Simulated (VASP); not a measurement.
A run of VASP 6.6.1 is set up as follows.

INCAR

```
ALGO = Normal
EDIFF = 1E-7
ENCUT = 520
GGA = PE
ISIF = 2
ISMEAR = -1
LASPH = T
LCHARG = F
LREAL = F
LWAVE = F
NBANDS = 16
NELM = 60
PREC = Accurate
SIGMA = 0.02
```

Contents of KPOINTS:

```
k-points
0
Gamma
  12 12 6
```

POSCAR

```
SiC
1.0
    3.0753562471      0.0000000000      0.0000000000
   -1.5376781236      2.6633366356      0.0000000000
    0.0000000000      0.0000000000      5.0481080958
Si C
2 2
Direct
    0.3333333333      0.6666666667     -0.0004084052
    0.6666666667      0.3333333333      0.4995915948
    0.3333333333      0.6666666667      0.3754084052
    0.6666666667      0.3333333333      0.8754084052
```

Potentials or basis: VASP PAW PBE potentials, release 64 (Si, C).

The run is started by

```bash
$ cat potpaw_PBE.64/Si/POTCAR potpaw_PBE.64/C/POTCAR > POTCAR
$ mpirun -np 1 vasp_std > vasp.out
```

Predict the largest force.

0.003 eV/Å.

Estimate the band gap on the k mesh.

2.27 eV, indirect (least direct gap 3.97 eV).

What does it give for the pressure?

3.5 GPa.

Stress tensor (GPa, compression positive):
```
3.51 0.00 0.00
0.00 3.51 0.00
0.00 0.00 3.34
```

A k mesh can miss the band edges. As with any semilocal functional, this PBE gap is likely too small.
